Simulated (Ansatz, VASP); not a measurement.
# AlGa3As4: VASP beside Ansatz

The input POSCAR:

```
AlGa3As4
1.0
    5.7404116000      0.0000000000      0.0000000000
    0.0000000000      5.7404116000      0.0000000000
    0.0000000000      0.0000000000      5.7404116000
Al Ga As
1 3 4
Direct
    0.5000000000      0.5000000000      0.5000000000
    0.5000000000      0.0000000000      0.0000000000
    0.0000000000      0.0000000000      0.5000000000
    0.0000000000      0.5000000000      0.0000000000
    0.7493160000      0.2506840000      0.7493160000
    0.7493160000      0.7493160000      0.2506840000
    0.2506840000      0.2506840000      0.2506840000
    0.2506840000      0.7493160000      0.7493160000
```

INCAR.step1

```
SYSTEM = AlGa3As4
  PREC = Accurate
  ENCUT = 520
  ISMEAR = 0
  SIGMA = 0.02
  LREAL = .False.
  LASPH = .True.
  NELM = 100
  NBANDS = 41
  GGA = PE
  ALGO = Normal
  EDIFF = 1E-4
  LWAVE = .True.
  LCHARG = .False.
```

The input INCAR.step2:

```
SYSTEM = AlGa3As4
  PREC = Accurate
  ENCUT = 520
  EDIFF = 1E-7
  ISMEAR = 0
  SIGMA = 0.02
  LREAL = .False.
  LASPH = .True.
  NELM = 100
  ALGO = Normal
  ISIF = 2
  LWAVE = .False.
  LCHARG = .False.
  METAGGA = R2SCAN
  LMIXTAU = .True.
  NBANDS = 41
  ISTART = 1
```

The input KPOINTS:

```
regular mesh
0
Gamma
  6 6 6
  0 0 0
```

Input for Ansatz:

```yaml
crystal:
  lattice:
    - [5.7404116, 0.0, 0.0]
    - [0.0, 5.7404116, 0.0]
    - [0.0, 0.0, 5.7404116]
  atoms:
    - { symbol: Al, position: [0.5, 0.5, 0.5] }
    - { symbol: Ga, position: [0.5, 0.0, 0.0] }
    - { symbol: Ga, position: [0.0, 0.0, 0.5] }
    - { symbol: Ga, position: [0.0, 0.5, 0.0] }
    - { symbol: As, position: [0.749316, 0.250684, 0.749316] }
    - { symbol: As, position: [0.749316, 0.749316, 0.250684] }
    - { symbol: As, position: [0.250684, 0.250684, 0.250684] }
    - { symbol: As, position: [0.250684, 0.749316, 0.749316] }
basis:
  ecutwfc: 500
kpoints:
  mp_grid: { grid: [6, 6, 6] }
  band_path:
    path:
      - [[0.0, 0.0, 0.0], [0.0, 0.5, 0.0], [0.5, 0.5, 0.0], [0.0, 0.0, 0.0], [0.5, 0.5, 0.5], [0.0, 0.5, 0.0]]
      - [[0.5, 0.5, 0.5], [0.5, 0.5, 0.0]]
    npoints: 14
hamiltonian:
  xc: r2scan
scf:
  occupations: { method: gaussian, width: 0.02 }
  n_extra_bands: 20
output:
  forces: true
  stress: true
  eigenvalues: true
  populations: true
  dos: { projected: true, de: 0.02, nscf_kmesh: { grid: [9, 9, 9] } }
  bader: true
  write_density: true
  write_potential: true
  elf: true
  volumetric_format: npy
```

Alike in both runs: task single point; functional r2SCAN; k mesh 6 × 6 × 6; occupations gaussian, width 0.02 eV; no spin polarisation.

|  | VASP | Ansatz |
| --- | --- | --- |
| version | VASP 6.6.1 | Ansatz 0.2.0 |
| potentials or method | VASP PAW PBE potentials, release 64 (Al, Ga_d, As), cutoff 520 eV | scalar-relativistic, plane waves, PAW |
| valence electrons in the cell | 62 | 102 |

|  | VASP | Ansatz | Ansatz less VASP |
| --- | --- | --- | --- |
| gap on the k mesh at the Fermi level (eV) | 1.01 | 1.03 | +0.016 |
| least direct gap on the mesh (eV) | 1.01 | 1.03 | +0.016 |
| pressure (GPa) | -2.4 | -2.5 | -0.04 |
| rms of the force components (eV/Å) | 0.015 | 0.021 | +0.0057 |

VASP's potentials were made for PBE, not for r2SCAN. Atom by atom the forces differ by 0.006 eV/Å (rms over components). VASP's potentials hold 62 valence electrons a cell and Ansatz's 102, so a difference there can come from the potentials and not from the codes.
